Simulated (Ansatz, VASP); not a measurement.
**Two plane-wave programs on HfO2**

File POSCAR:

```
HfO2
1.0
    4.7898993623      0.0000000000      0.0000000000
    0.0000000000      4.7898993623      0.0000000000
    0.0000000000      0.0000000000      3.2413605665
Hf O
2 4
Direct
    0.0000000000      0.0000000000      0.0000000000
    0.5000000000      0.5000000000      0.5000000000
    0.3054798702      0.3054798702      0.0000000000
    0.1945201298      0.8054798702      0.5000000000
    0.8054798702      0.1945201298      0.5000000000
    0.6945201298      0.6945201298      0.0000000000
```

File INCAR.step1:

```
PREC     = Accurate       # precision mode
ENCUT    = 520            # plane-wave cutoff, eV
ISMEAR   = 0              # smearing method
SIGMA    = 0.01           # smearing width, eV
LREAL    = F              # projectors in reciprocal space
LASPH    = T              # aspherical terms in the spheres
NELM     = 80             # most SCF steps
NBANDS   = 31             # bands
GGA      = PE             # functional
ALGO     = Normal         # electronic algorithm
EDIFF    = 1E-4           # SCF threshold, eV
LWAVE    = T              # write WAVECAR
LCHARG   = F              # write CHGCAR
```

Contents of INCAR.step2:

```
PREC     = Accurate       # precision mode
ENCUT    = 520            # plane-wave cutoff, eV
EDIFF    = 1E-7           # SCF threshold, eV
ISMEAR   = 0              # smearing method
SIGMA    = 0.01           # smearing width, eV
LREAL    = F              # projectors in reciprocal space
LASPH    = T              # aspherical terms in the spheres
NELM     = 80             # most SCF steps
ALGO     = Normal         # electronic algorithm
ISIF     = 2              # what is computed and relaxed
LWAVE    = F              # write WAVECAR
LCHARG   = F              # write CHGCAR
METAGGA  = R2SCAN         # meta-GGA
LMIXTAU  = T            
NBANDS   = 31             # bands
ISTART   = 1
```

The input KPOINTS:

```
Automatic mesh
0
Gamma
  6 6 8
```

Input for Ansatz:

```yaml
crystal:
  lattice:
    - [4.7898993623, 0.0, 0.0]
    - [0.0, 4.7898993623, 0.0]
    - [0.0, 0.0, 3.2413605665]
  atoms:
    - { symbol: Hf, position: [0.0, 0.0, 0.0] }
    - { symbol: Hf, position: [0.5, 0.5, 0.5] }
    - { symbol: O, position: [0.3054798702, 0.3054798702, 0.0] }
    - { symbol: O, position: [0.1945201298, 0.8054798702, 0.5] }
    - { symbol: O, position: [0.8054798702, 0.1945201298, 0.5] }
    - { symbol: O, position: [0.6945201298, 0.6945201298, 0.0] }
kpoints:
  mp_grid: { grid: [6, 6, 8] }
  band_path:
    path:
      - [0.0, 0.0, 0.0]
      - [0.0, 0.5, 0.0]
      - [0.5, 0.5, 0.0]
      - [0.0, 0.0, 0.5]
      - [0.0, 0.5, 0.5]
      - [0.5, 0.5, 0.5]
    npoints: 1
hamiltonian:
  xc: r2scan
scf:
  occupations: { method: fixed }
  n_extra_bands: 5
output:
  forces: true
  stress: true
  eigenvalues: true
```

Change from the starting cell: epitaxial_xy strain -1.0%.

Alike in both runs: task single point; functional r2SCAN; k mesh 6 × 6 × 8; no spin polarisation.

|  | VASP | Ansatz |
| --- | --- | --- |
| version | VASP 6.6.1 | Ansatz 0.2.0 |
| potentials or method | VASP PAW PBE potentials, release 64 (Hf_pv, O) | plane waves, PAW |
| plane-wave cutoff (eV) | 520 | 500 |
| occupations | gaussian, width 0.01 eV | fixed |
| valence electrons in the cell | 44 | 76 |

```tsv
	VASP	Ansatz	Ansatz less VASP
gap on the k mesh at the Fermi level (eV)	4.55	4.61	+0.062
pressure (GPa)	-0.6	2.6	+3.24
traceless stress, the component that is largest in VASP (GPa)	-3.23	-2.65	+0.580
rms of the force components (eV/Å)	0.020	0.000	-0.0202
```

VASP's potentials were made for PBE, not for r2SCAN. Atom by atom the forces differ by 0.020 eV/Å (rms over components). VASP's potentials hold 44 valence electrons a cell and Ansatz's 76, so a difference there can come from the potentials and not from the codes.

Spin-orbit coupling is off throughout.
